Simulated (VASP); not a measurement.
# YN (pbe): single point with PBE

Crystal: YN (pbe).

```
CELL_PARAMETERS angstrom
0.00000 2.45300 2.45300
2.45300 0.00000 2.45300
2.45300 2.45300 0.00000
ATOMIC_POSITIONS crystal
Y 0.00000 0.00000 0.00000
N 0.50000 0.50000 0.50000
```

```yaml
Program: VASP 6.6.1
Task: single point
Functional: PBE
Potentials_or_basis: VASP PAW PBE potentials, release 64 (Y_sv, N)
Cutoff: 600 eV
k_mesh: 10 × 10 × 10
Occupations: gaussian, width 0.01 eV
Spin: no spin polarisation
```

```
Pressure               : -0.2 GPa
Band gap on the k mesh : 0.21 eV, indirect (least direct gap 0.60 eV)
```

Levels at points of the mesh, in eV from the valence-band top:
```
           k point  band 4  band 5  band 6  band 7  band 8  band 9  band 10  band 11  band 12  band 13
(0.00, 0.00, 0.00)  -20.53  -12.89    0.00    0.00    0.00    3.12     3.12     3.12     4.06     5.08
(0.50, 0.00, 0.00)  -20.61  -11.17   -4.05   -2.22   -2.22    5.64     6.31     6.31     6.67    10.06
(0.50, 0.50, 0.00)  -20.84  -12.45   -1.52   -0.40   -0.40    0.21     6.78     7.12     7.82     7.82
```

It took 36 s on 1 thread of Intel Xeon 6975P-C, with other jobs on the host, peak memory 0.19 GiB.

A k mesh can miss the band edges.
